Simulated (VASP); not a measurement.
# Be7Te (P-6) in VASP: single point with PBE

Aim: the single point of Be7Te with PBE.

Program: VASP 6.6.1. These are calculated values, not measurements. Logs are shortened: lines on timing, memory, paths and dates and some standing lists are left out, and cuts for length are marked.

**1. The cell of the first run**

It takes space group P-6 (No. 174, hexagonal). The conventional cell has a = 5.655 Å, b = 5.655 Å, c = 3.686 Å, α = 90.00°, β = 90.00°, γ = 120.00°. Within 2.7 Å of Be (site symmetry m) lie 7 Be at 2.06 to 2.20 Å. Be (site symmetry -6) has 6 Be at 2.20 Å within 2.9 Å. Within 2.7 Å of Be (site symmetry m) lie 5 Be at 2.06 to 2.19 Å. Within 3.7 Å of Te (site symmetry -6) lie 15 Be at 2.84 to 3.26 Å and 2 Te at 3.69 Å.

The cell was built from a structure type or drawn by symmetry, and may not be a known phase.

**2. Single point, PBE**

Contents of INCAR:

```
  ALGO = Normal
  EDIFF = 1E-6
  ENCUT = 600
  GGA = PE
  GGA_COMPAT = F
  ISIF = 2
  ISMEAR = 0
  LASPH = T
  LCHARG = F
  LREAL = F
  LWAVE = F
  NBANDS = 20
  NELM = 120
  PREC = Accurate
  SIGMA = 0.2
```

Contents of KPOINTS:

```
k-points
0
Gamma
  4 4 4
```

Contents of POSCAR:

```
Be7Te
1.0
    5.6546146207      0.0000000000      0.0000000000
   -2.8273073103      4.8970399101      0.0000000000
    0.0000000000      0.0000000000      3.6860680131
Be Te
7 1
Direct
    0.7056504650      0.1424433509      0.0000000000
    0.8575566491      0.5632071141      0.0000000000
    0.4367928859      0.2943495350      0.0000000000
    0.6666666667      0.3333333333      0.5000000000
    0.5694289023      0.7058599951      0.0000000000
    0.2941400049      0.8635689072      0.0000000000
    0.1364310928      0.4305710977      0.0000000000
    0.0000000000      0.0000000000      0.5000000000
```

Potentials or basis: VASP PAW PBE potentials, release 64 (Be, Te).

Started as:

```sh
$ cat potpaw_PBE.64/Be/POTCAR potpaw_PBE.64/Te/POTCAR > POTCAR
$ mpirun -np 1 vasp_std > vasp.out
```

OUTCAR:

```text
EDIFF = 1E-6
   ENCUT = 600
   GGA = PE
   ISIF = 2
   ISMEAR = 0
   LASPH = T
   LREAL = F
   NELM = 120
   PREC = Accurate

 ion  position               nearest neighbor table
   1  0.706  0.142  0.000-   6 2.06   2 2.09   3 2.09   7 2.15   5 2.19   4 2.20   4 2.20   8 2.86
                             8 2.86
   2  0.858  0.563  0.000-   7 2.06   1 2.09   3 2.09   5 2.15   6 2.19   4 2.20   4 2.20   8 2.86
                             8 2.86
   3  0.437  0.294  0.000-   5 2.06   1 2.09   2 2.09   6 2.15   7 2.19   4 2.20   4 2.20   8 2.86
                             8 2.86
   4  0.667  0.333  0.500-   1 2.20   1 2.20   2 2.20   2 2.20   3 2.20   3 2.20
   5  0.569  0.706  0.000-   3 2.06   6 2.15   7 2.15   2 2.15   1 2.19   8 2.84   8 2.84
   6  0.294  0.864  0.000-   1 2.06   7 2.15   5 2.15   3 2.15   2 2.19   8 2.84   8 2.84
   7  0.136  0.431  0.000-   2 2.06   6 2.15   5 2.15   1 2.15   3 2.19   8 2.84   8 2.84
   8  0.000  0.000  0.500-   7 2.84   7 2.84   6 2.84   6 2.84   5 2.84   5 2.84   2 2.86   2 2.86
                             1 2.86   1 2.86   3 2.86   3 2.86

  LATTYP: Found a hexagonal cell.
 ALAT       =     5.6546146207
 C/A-ratio  =     0.6518690062

  Lattice vectors:

 A1 = (   5.6546146207,   0.0000000000,   0.0000000000)
 A2 = (  -2.8273073103,   4.8970399101,   0.0000000000)
 A3 = (   0.0000000000,   0.0000000000,   3.6860680131)

Analysis of symmetry for initial positions (statically):
=====================================================================
 Subroutine PRICEL returns:
 Original cell was already a primitive cell.

 Routine SETGRP: Setting up the symmetry group for a
 hexagonal supercell.

 Subroutine GETGRP returns: Found  6 space group operations
 (whereof  6 operations were pure point group operations)
 out of a pool of 24 trial point group operations.

The static configuration has the point symmetry C_3h.

Analysis of symmetry for dynamics (positions and initial velocities):
=====================================================================
 Subroutine PRICEL returns:
 Original cell was already a primitive cell.

 Routine SETGRP: Setting up the symmetry group for a
 hexagonal supercell.

 Subroutine GETGRP returns: Found  6 space group operations
 (whereof  6 operations were pure point group operations)
 out of a pool of 24 trial point group operations.

The dynamic configuration has the point symmetry C_3h.

 Subroutine INISYM returns: Found  6 space group operations
 (whereof  6 operations are pure point group operations),
 and found     1 'primitive' translations

[... 100 lines left out ...]
   ISYM   =      2    0-nonsym 1-usesym 2-fastsym
   POTIM  = 0.5000    time-step for ionic-motion
   TEBEG  =    0.0;   TEEND  =   0.0 temperature during run
   PSTRESS=    0.0 pullay stress
   NELECT =      20.0000    total number of electrons
   NUPDOWN=      -1.0000    fix difference up-down
   EMIN   =  10.00;   EMAX   =-10.00  energy-range for DOS
   EFERMI =   0.00;   METHOD = LEGACY
   ISMEAR =     0;   SIGMA  =   0.20  broadening in eV -4-tet -1-fermi 0-gaus
   EFERMI_NEDOS =   21; number of points for ismear=-14 and -15
   IALGO  =     38    algorithm
   IMIX   =      4    mixing-type and parameters
     AMIX     =   0.40;   BMIX     =  1.00
     AMIX_MAG =   1.60;   BMIX_MAG =  1.00
  volume/ion in A,a.u.               =      12.76        86.10
  Fermi-wavevector in a.u.,A,eV,Ry     =   0.950863  1.796871 12.301590  0.904141
  Thomas-Fermi vector in A             =   2.079280
   LORBIT       =      0    0 simple, 1 ext, 2 COOP (PROOUT), +10 PAW based schemes
   GGA     = PE    functional components
   LHFCALC =     F    Hartree Fock is set to
   AEXX    =    0.0000 exact exchange contribution
   IVDW    =     0    specifies the selected vdW correction
   LEPSILON=     F    determine dielectric tensor
   LRPA    =     F    only Hartree local field effects (RPA)
 non-spin polarized calculation
 Gauss-broadening in eV      SIGMA  =   0.20
  energy-cutoff  :      600.00
  volume of cell :      102.07
 maximum number of plane-waves:      3459
 NGX is ok and might be reduce to    48
   NGX = 23   NGY = 23   NGZ = 15

 number of electron      19.9999999 magnetization

 Free energy of the ion-electron system (eV)
  ---------------------------------------------------
  ext. energy  EPLUGINS =         0.00000000
  ---------------------------------------------------
  free energy    TOTEN  =       -25.26707834 eV

  energy without entropy =      -25.19899195  energy(sigma->0) =      -25.23303515

 E-fermi :   5.2376     XC(G=0):  -9.6224

 val. band max:        5.1939426157   @ k =   0.2500  -0.0000   0.2500
 cond. band min:       5.3451827138   @ k =   0.5000  -0.0000   0.2500
 fundamental gap:      0.1512400981
 Fermi energy:         5.2376212112

 k-point     1 :       0.0000    0.0000    0.0000
  band No.  band energies     occupation
      1      -7.5912      2.00000
      2      -1.7491      2.00000
      3      -0.1515      2.00000
      4      -0.1515      2.00000
      5       1.2539      2.00000
      6       1.2539      2.00000
[... 265 lines left out ...]
     19      11.1478      0.00000
     20      12.0116      0.00000

------------------------ aborting loop because EDIFF is reached ----------------------------------------

  FORCE on cell =-STRESS in cart. coord.  units (eV):
  Direction    XX          YY          ZZ          XY          YZ          ZX
  --------------------------------------------------------------------------------------
  -------------------------------------------------------------------------------------
  Total        0.0434155      0.0434155      0.0879999     -0.0000001     -0.0000000      0.0000000
  in kB        0.6814834      0.6814834      1.3813155     -0.0000023     -0.0000000      0.0000000
  external PRESSURE =       0.9147608 kB  Pullay stress =       0.0000000 kB

 VOLUME and BASIS-vectors are now :
 -----------------------------------------------------------------------------
  energy-cutoff  :      600.00
  volume of cell :      102.07
      direct lattice vectors                 reciprocal lattice vectors
     5.654614621  0.000000000  0.000000000     0.176846711  0.102102496  0.000000000
    -2.827307310  4.897039910  0.000000000     0.000000000  0.204204993  0.000000000
     0.000000000  0.000000000  3.686068013     0.000000000  0.000000000  0.271291793

 POSITION                                       TOTAL-FORCE (eV/Angst)
 -----------------------------------------------------------------------------------
      3.58745      0.69755      0.00000         0.015956     -0.006295      0.000000
      3.25679      2.75805      0.00000        -0.002527      0.016966      0.000000
      1.63768      1.44144      0.00000        -0.013430     -0.010671     -0.000000
      2.82731      1.63235      1.84303         0.000000      0.000000      0.000000
      1.22422      3.45662      0.00000        -0.006630      0.013137      0.000000
     -0.77833      4.22893      0.00000        -0.008062     -0.012310      0.000000
     -0.44589      2.10852      0.00000         0.014692     -0.000827      0.000000
      0.00000      0.00000      1.84303        -0.000000      0.000000      0.000000
 -----------------------------------------------------------------------------------
    total drift:                               -0.000000     -0.000000      0.000000

  FREE ENERGIE OF THE ION-ELECTRON SYSTEM (eV)
  ---------------------------------------------------
  free  energy   TOTEN  =       -25.2670783407 eV

  energy  without entropy=      -25.1989919507  energy(sigma->0) =      -25.23303515
```

stdout:

```text
POSCAR found type information on POSCAR BeTe
 POSCAR found :  2 types and       8 ions
 scaLAPACK will be used
 LDA part: xc-table for (Slater+PW92), standard interpolation
 POSCAR, INCAR and KPOINTS ok, starting setup
 FFT: planning ... GRIDC
 FFT: planning ... GRID_SOFT
 FFT: planning ... GRID
 WAVECAR not read
 entering main loop
```

Wall time 19 s (1 thread of Intel Xeon 6975P-C (Granite Rapids), shared host); peak memory 0.24 GiB.

What came out:

```yaml
Free_energy: -25.2671 eV
Pressure: 0.1 GPa
Largest_force: 0.017 eV/Å
Band_gap_on_the_k_mesh: zero (bands 10 and 11 overlap by 2.79 eV)
```

Forces on the atoms (eV/Å):
```
Be   0.016 -0.006  0.000
Be  -0.003  0.017  0.000
Be  -0.013 -0.011  0.000
Be   0.000  0.000  0.000
Be  -0.007  0.013  0.000
Be  -0.008 -0.012  0.000
Be   0.015 -0.001  0.000
Te   0.000  0.000  0.000
```

Caveat: the k points lie up to 0.43 Å⁻¹ apart, too coarse for converged energies and pressures of a metal; spin-orbit coupling is left out, which moves the levels of the heavy elements.
